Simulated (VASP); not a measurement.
Write the native input for VASP 6.6.1 that does the following.

* Task: single point
* Functional: r2SCAN
* Potentials or basis: VASP PAW PBE potentials, release 64 (Lu)
* Cutoff: 520 eV
* k mesh: 8 × 8 × 8
* Occupations: methfessel-paxton, width 0.1 eV
* Spin: no spin polarisation
* Dipole correction: no
* Further INCAR settings: ALGO = Normal; EDIFF = 1e-06; NBANDS = 18

Crystal: Lu.

```
Lu
1.0
     0.00000    2.44070    2.44070
     2.44070    0.00000    2.44070
     2.44070    2.44070    0.00000
Lu
1
Cartesian
  0.0000 0.0000 0.0000
```

The input as run:

POSCAR

```
Lu
1.0
    0.0000000000      2.4406997286      2.4406997286
    2.4406997286      0.0000000000      2.4406997286
    2.4406997286      2.4406997286      0.0000000000
Lu
1
Direct
    0.0000000000      0.0000000000      0.0000000000
```

INCAR.step1

```
ALGO     = Normal         # electronic algorithm
EDIFF    = 1E-4           # SCF threshold, eV
ENCUT    = 520            # plane-wave cutoff, eV
GGA      = PE             # functional
ISMEAR   = 1              # smearing method
LASPH    = True           # aspherical terms in the spheres
LCHARG   = False          # write CHGCAR
LREAL    = False          # projectors in reciprocal space
LWAVE    = True           # write WAVECAR
NBANDS   = 18             # bands
NELM     = 80             # most SCF steps
PREC     = Accurate       # precision mode
SIGMA    = 0.1            # smearing width, eV
```

INCAR.step2

```
ALGO     = Normal         # electronic algorithm
EDIFF    = 1E-6           # SCF threshold, eV
ENCUT    = 520            # plane-wave cutoff, eV
ISIF     = 2              # what is computed and relaxed
ISMEAR   = 1              # smearing method
ISTART   = 1            
LASPH    = True           # aspherical terms in the spheres
LCHARG   = False          # write CHGCAR
LMIXTAU  = True         
LREAL    = False          # projectors in reciprocal space
LWAVE    = False          # write WAVECAR
METAGGA  = R2SCAN         # meta-GGA
NBANDS   = 18             # bands
NELM     = 80             # most SCF steps
PREC     = Accurate       # precision mode
SIGMA    = 0.1            # smearing width, eV
```

KPOINTS

```
k-points
0
Gamma
  8 8 8
```

Potentials or basis: VASP PAW PBE potentials, release 64 (Lu).

Launch:

```console
$ cat potpaw_PBE.64/Lu/POTCAR > POTCAR
$ cp INCAR.step1 INCAR
$ mpirun -np 1 vasp_std > vasp.out
$ cp INCAR.step2 INCAR
$ mpirun -np 1 vasp_std > vasp.out
```

Results of the run:

The pressure is 0.2 GPa.

Caveat: the PAW data sets were made with another functional, which shifts forces and pressure a little.

Wall time 43 s on 1 thread of AMD EPYC 9R45 96-Core Processor (Zen 5) (shared host), peak memory 0.15 GiB.
